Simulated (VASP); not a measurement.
# ZnAu (Amm2) in VASP: a series of runs, part 2 of 2

VASP 6.6.1. Earlier steps stand in the parts before.

### 4 Single point, PBEsol (all Au atoms moved -0.150 Å, as atom 2 along Cartesian [1 -1 0])

Input file INCAR:

```
  PREC = Accurate
  ENCUT = 520
  EDIFF = 1E-6
  ISMEAR = 0
  SIGMA = 0.15
  LREAL = F
  LASPH = T
  NELM = 60
  ALGO = Fast
  ISIF = 2
  LWAVE = F
  LCHARG = T
  GGA = PS
  LELF = T
  LVHAR = T
  NBANDS = 18
```

Input file KPOINTS:

```
regular mesh
0
Gamma
  16 16 16
```

Input file POSCAR:

```
ZnAu
1.0
    3.1470000000      0.0000000000      0.0000000000
    0.0000000000      3.1470000000      0.0000000000
    0.0000000000      0.0000000000      3.1470000000
Zn Au
1 1
Direct
    0.5000000000      0.5000000000      0.5000000000
   -0.0337038504      0.0337038504      0.0000000000
```

Potentials or basis: VASP PAW PBE potentials, release 64 (Zn, Au).

Launch:

```
$ cat potpaw_PBE.64/Zn/POTCAR potpaw_PBE.64/Au/POTCAR > POTCAR
$ mpirun -np 1 vasp_std > vasp.out
```

OUTCAR:

```text
PREC = Accurate
   ENCUT = 520
   EDIFF = 1E-6
   ISMEAR = 0
   LREAL = F
   LASPH = T
   NELM = 60
   ISIF = 2
   GGA = PS

 ion  position               nearest neighbor table
   1  0.500  0.500  0.500-   2 2.60   2 2.60   2 2.73   2 2.73   2 2.73   2 2.73   2 2.85   2 2.85

   2  0.966  0.034  0.000-   1 2.60   1 2.60   1 2.73   1 2.73   1 2.73   1 2.73   1 2.85   1 2.85

  LATTYP: Found a simple cubic cell.
 ALAT       =     3.1470000000

  Lattice vectors:

 A1 = (   3.1470000000,   0.0000000000,   0.0000000000)
 A2 = (   0.0000000000,   3.1470000000,   0.0000000000)
 A3 = (   0.0000000000,   0.0000000000,   3.1470000000)

Analysis of symmetry for initial positions (statically):
=====================================================================
 Subroutine PRICEL returns:
 Original cell was already a primitive cell.

 Routine SETGRP: Setting up the symmetry group for a
 simple cubic supercell.

 Subroutine GETGRP returns: Found  4 space group operations
 (whereof  4 operations were pure point group operations)
 out of a pool of 48 trial point group operations.

The static configuration has the point symmetry C_2v.

Analysis of symmetry for dynamics (positions and initial velocities):
=====================================================================
 Subroutine PRICEL returns:
 Original cell was already a primitive cell.

 Routine SETGRP: Setting up the symmetry group for a
 simple cubic supercell.

 Subroutine GETGRP returns: Found  4 space group operations
 (whereof  4 operations were pure point group operations)
 out of a pool of 48 trial point group operations.

The dynamic configuration has the point symmetry C_2v.

 Subroutine INISYM returns: Found  4 space group operations
 (whereof  4 operations are pure point group operations),
 and found     1 'primitive' translations

----------------------------------------------------------------------------------------

                                     Primitive cell

  volume of cell :      31.1667

  direct lattice vectors                    reciprocal lattice vectors
     3.147000000  0.000000000  0.000000000     0.317762949  0.000000000  0.000000000
     0.000000000  3.147000000  0.000000000     0.000000000  0.317762949  0.000000000
     0.000000000  0.000000000  3.147000000     0.000000000  0.000000000  0.317762949

  length of vectors
     3.147000000  3.147000000  3.147000000     0.317762949  0.317762949  0.317762949

  position of ions in fractional coordinates (direct lattice)
     0.500000000  0.500000000  0.500000000
     0.966296150  0.033703850  0.000000000

  ion indices of the primitive-cell ions
   primitive index   ion index
                 1           1
                 2           2

----------------------------------------------------------------------------------------

 KPOINTS: regular mesh

Automatic generation of k-mesh.
 Grid dimensions read from file:
 generate k-points for:   16   16   16

 Generating k-lattice:

  Cartesian coordinates                     Fractional coordinates (reciprocal lattice)
     0.019860184  0.000000000  0.000000000     0.062500000  0.000000000  0.000000000
     0.000000000  0.019860184  0.000000000     0.000000000  0.062500000  0.000000000
     0.000000000  0.000000000  0.019860184     0.000000000  0.000000000  0.062500000

  Length of vectors
     0.019860184  0.019860184  0.019860184

  Shift w.r.t. Gamma in fractional coordinates (k-lattice)
     0.000000000  0.000000000  0.000000000

 Subroutine IBZKPT returns following result:
 ===========================================

 Found    657 irreducible k-points:

 Following reciprocal coordinates:
            Coordinates               Weight
  0.000000  0.000000  0.000000      1.000000
  0.062500  0.000000  0.000000      4.000000
  0.000000  0.000000  0.062500      2.000000
  0.125000  0.000000  0.000000      4.000000
  0.000000  0.000000  0.125000      2.000000
  0.187500  0.000000  0.000000      4.000000
[... 16 lines left out ...]
  0.062500  0.000000  0.125000      8.000000
 -0.062500  0.125000  0.000000      4.000000
 [... further k-points ...]
   k-points           NKPTS =    657   k-points in BZ     NKDIM =    657   number of bands    NBANDS=     18
   number of dos      NEDOS =    301   number of ions     NIONS =      2
   total plane-waves  NPLWV =  13824
   dimension x,y,z NGX =    24 NGY =   24 NGZ =   24
   dimension x,y,z NGXF=    48 NGYF=   48 NGZF=   48
   ions per type =               1   1
   NGX,Y,Z   is equivalent  to a cutoff of  12.68, 12.68, 12.68 a.u.
   NGXF,Y,Z  is equivalent  to a cutoff of  25.36, 25.36, 25.36 a.u.
 SYSTEM =  unknown system
   PREC   = accura    normal or accurate (medium, high low for compatibility)
   ISTART =      0    job   : 0-new  1-cont  2-samecut
   ICHARG =      2    charge: 1-file 2-atom 10-const
   ISPIN  =      1    spin polarized calculation?
   LNONCOLLINEAR =      F non collinear calculations
   LSORBIT =      F    spin-orbit coupling
   LASPH  =      T    aspherical Exc in radial PAW
   ENCUT  =  520.0 eV  38.22 Ry    6.18 a.u.   5.85  5.85  5.85*2*pi/ulx,y,z
   NELM   =     60;   NELMIN=  2; NELMDL= -5     # of ELM steps
   EDIFF  = 0.1E-05   stopping-criterion for ELM
   LREAL  =      F    real-space projection
   EDIFFG = 0.1E-04   stopping-criterion for IOM
   NSW    =      0    number of steps for IOM
   IBRION =     -1    ionic relax: 0-MD 1-quasi-New 2-CG
   NFREE  =      0    steps in history (QN), initial steepest desc. (CG)
   ISIF   =      2    stress and relaxation
   ISYM   =      2    0-nonsym 1-usesym 2-fastsym
   POTIM  = 0.5000    time-step for ionic-motion
   TEBEG  =    0.0;   TEEND  =   0.0 temperature during run
   PSTRESS=    0.0 pullay stress
   NELECT =      23.0000    total number of electrons
   NUPDOWN=      -1.0000    fix difference up-down
   EMIN   =  10.00;   EMAX   =-10.00  energy-range for DOS
   EFERMI =   0.00;   METHOD = LEGACY
   ISMEAR =     0;   SIGMA  =   0.15  broadening in eV -4-tet -1-fermi 0-gaus
   EFERMI_NEDOS =   21; number of points for ismear=-14 and -15
   IALGO  =     68    algorithm
   IMIX   =      4    mixing-type and parameters
     AMIX     =   0.40;   BMIX     =  1.00
     AMIX_MAG =   1.60;   BMIX_MAG =  1.00
  volume/ion in A,a.u.               =      15.58       105.16
  Fermi-wavevector in a.u.,A,eV,Ry     =   1.479406  2.795672 29.778283  2.188642
  Thomas-Fermi vector in A             =   2.593568
   LORBIT       =      0    0 simple, 1 ext, 2 COOP (PROOUT), +10 PAW based schemes
   GGA     = PS    functional components
   LHFCALC =     F    Hartree Fock is set to
   AEXX    =    0.0000 exact exchange contribution
   IVDW    =     0    specifies the selected vdW correction
   LEPSILON=     F    determine dielectric tensor
   LRPA    =     F    only Hartree local field effects (RPA)
 non-spin polarized calculation
 RMM-DIIS sequential band-by-band and
 Gauss-broadening in eV      SIGMA  =   0.15
  energy-cutoff  :      520.00
  volume of cell :       31.17
 maximum number of plane-waves:       862
   NGX = 11   NGY = 11   NGZ = 11

 number of electron      22.9999996 magnetization

 Free energy of the ion-electron system (eV)
  ---------------------------------------------------
  ext. energy  EPLUGINS =         0.00000000
  ---------------------------------------------------
  free energy    TOTEN  =        -5.91422577 eV

  energy without entropy =       -5.90920417  energy(sigma->0) =       -5.91171497

 E-fermi :   6.8936     XC(G=0): -12.5294

 val. band max:        6.8856654686   @ k =  -0.3125   0.4375   0.2500
 cond. band min:       6.9395560256   @ k =   0.1250   0.1250   0.3125
 fundamental gap:      0.0538905570
 Fermi energy:         6.8935552508

 k-point     1 :       0.0000    0.0000    0.0000
  band No.  band energies     occupation
      1      -3.7555      2.00000
      2      -1.2081      2.00000
      3      -1.1869      2.00000
      4      -0.5203      2.00000
      5      -0.4839      2.00000
      6      -0.4758      2.00000
[... 10 lines left out ...]
     17      19.0183      0.00000
     18      25.2290      0.00000
[... 463 lines left out ...]
 k-point    24 :      -0.0625    0.1250    0.0000
  band No.  band energies     occupation
      1      -3.4122      2.00000
      2      -1.1335      2.00000
      3      -1.0901      2.00000
      4      -0.5013      2.00000
      5      -0.4863      2.00000
      6      -0.4777      2.00000
[... 10 lines left out ...]
     17      20.2750      0.00000
     18      24.4715      0.00000

 [... further k-points ...]

------------------------ aborting loop because EDIFF is reached ----------------------------------------

  FORCE on cell =-STRESS in cart. coord.  units (eV):
  Direction    XX          YY          ZZ          XY          YZ          ZX
  --------------------------------------------------------------------------------------
  -------------------------------------------------------------------------------------
  Total       -0.2395618     -0.2395618     -0.1395625     -0.2143787      0.0000000      0.0000000
  in kB      -12.3151018    -12.3151018     -7.1744589    -11.0205168      0.0000000      0.0000000
  external PRESSURE =     -10.6015541 kB  Pullay stress =       0.0000000 kB

 VOLUME and BASIS-vectors are now :
 -----------------------------------------------------------------------------
  energy-cutoff  :      520.00
  volume of cell :       31.17
      direct lattice vectors                 reciprocal lattice vectors
     3.147000000  0.000000000  0.000000000     0.317762949  0.000000000  0.000000000
     0.000000000  3.147000000  0.000000000     0.000000000  0.317762949  0.000000000
     0.000000000  0.000000000  3.147000000     0.000000000  0.000000000  0.317762949

 POSITION                                       TOTAL-FORCE (eV/Angst)
 -----------------------------------------------------------------------------------
      1.57350      1.57350      1.57350        -0.386067      0.386067      0.000000
      3.04093      0.10607      0.00000         0.386067     -0.386067      0.000000
 -----------------------------------------------------------------------------------
    total drift:                                0.000551     -0.000551     -0.000000

  FREE ENERGIE OF THE ION-ELECTRON SYSTEM (eV)
  ---------------------------------------------------
  free  energy   TOTEN  =        -5.9142257656 eV

  energy  without entropy=       -5.9092041744  energy(sigma->0) =       -5.91171497
```

Wall time 2.4 min (1 thread of Intel Xeon 6975P-C, shared host); peak memory 0.47 GiB.

Results:

```
Free energy   : -5.9142 eV
Pressure      : -1.1 GPa
Largest force : 0.546 eV/Å
```

Forces in eV/Å, atoms in the order of the input:
```
Zn  -0.386  0.386  0.000
Au   0.386 -0.386  0.000
```

Stress tensor (GPa, compression positive):
```
-1.23 -1.10  0.00
-1.10 -1.23  0.00
 0.00  0.00 -0.72
```

Caveat: the cell differs from its parent crystal (all Au atoms moved -0.150 Å, as atom 2 along Cartesian [1 -1 0]); the PAW data sets were made with another functional, which shifts forces and pressure a little; spin-orbit coupling is left out, which moves the levels of the heavy elements.

### 5 Single point, PBEsol (all Au atoms moved +0.263 Å, as atom 2 along Cartesian [1 -1 0])

Input file INCAR:

```
ALGO = Fast ; EDIFF = 1E-6
ENCUT = 520 ; GGA = PS
ISIF = 2 ; ISMEAR = 0
LASPH = T ; LCHARG = F
LREAL = F ; LWAVE = F
NBANDS = 18 ; NELM = 80
PREC = Accurate ; SIGMA = 0.15
```

Input file KPOINTS:

```
k-points
0
Gamma
  16 16 16
```

POSCAR: that of step 4 with these lines changed.

```diff
@@ -9,2 +9,2 @@
     0.5000000000      0.5000000000      0.5000000000
-   -0.0337038504      0.0337038504      0.0000000000
+    0.0589817382     -0.0589817382      0.0000000000
```

Launch:

```
$ cat potpaw_PBE.64/Zn/POTCAR potpaw_PBE.64/Au/POTCAR > POTCAR
$ mpirun -np 1 vasp_std > vasp.out
```

It took 2.9 min on 1 thread of Intel Xeon 6975P-C, shared host; peak memory 0.47 GiB.

Results (log left out):

| Property | Result |
| --- | --- |
| Free energy | -5.8239 eV |
| Pressure | 1.5 GPa |
| Largest force | 1.091 eV/Å |

Forces on the atoms (eV/Å):
```
Zn   0.771 -0.771  0.000
Au  -0.771  0.771  0.000
```

Stress tensor (GPa, compression positive):
```
 0.86 -3.36  0.00
-3.36  0.86  0.00
 0.00  0.00  2.65
```

Levels at points of the mesh, in eV from the Fermi level:
| k point | band 8 | band 9 | band 10 | band 11 | band 12 | band 13 | band 14 | band 15 | band 16 | band 17 |
| --- | --- | --- | --- | --- | --- | --- | --- | --- | --- | --- |
| (0.00, 0.00, 0.00) | -5.42 | -3.79 | -3.79 | -3.73 | 4.99 | 5.14 | 5.20 | 8.70 | 11.91 | 12.09 |
| (0.50, 0.00, 0.00) | -5.46 | -4.90 | -4.78 | -3.85 | -2.36 | 9.66 | 10.52 | 10.65 | 11.22 | 11.87 |
| (0.00, 0.00, 0.50) | -5.61 | -4.80 | -4.75 | -3.83 | -2.42 | 9.56 | 10.15 | 10.72 | 11.08 | 12.06 |
| (0.50, 0.50, 0.00) | -4.08 | -4.08 | -3.17 | -2.01 | -1.96 | 0.81 | 2.50 | 10.54 | 12.66 | 12.82 |
| (0.00, 0.50, 0.50) | -4.17 | -4.13 | -3.18 | -2.01 | -1.93 | 0.82 | 2.51 | 10.64 | 12.83 | 12.83 |
| (0.50, 0.50, 0.50) | -6.43 | -3.13 | -3.12 | 1.45 | 3.35 | 3.36 | 3.59 | 3.74 | 5.91 | 6.34 |

Caveat: the cell differs from its parent crystal (all Au atoms moved +0.263 Å, as atom 2 along Cartesian [1 -1 0]); the PAW data sets were made with another functional, which shifts forces and pressure a little; spin-orbit coupling is left out, which moves the levels of the heavy elements.
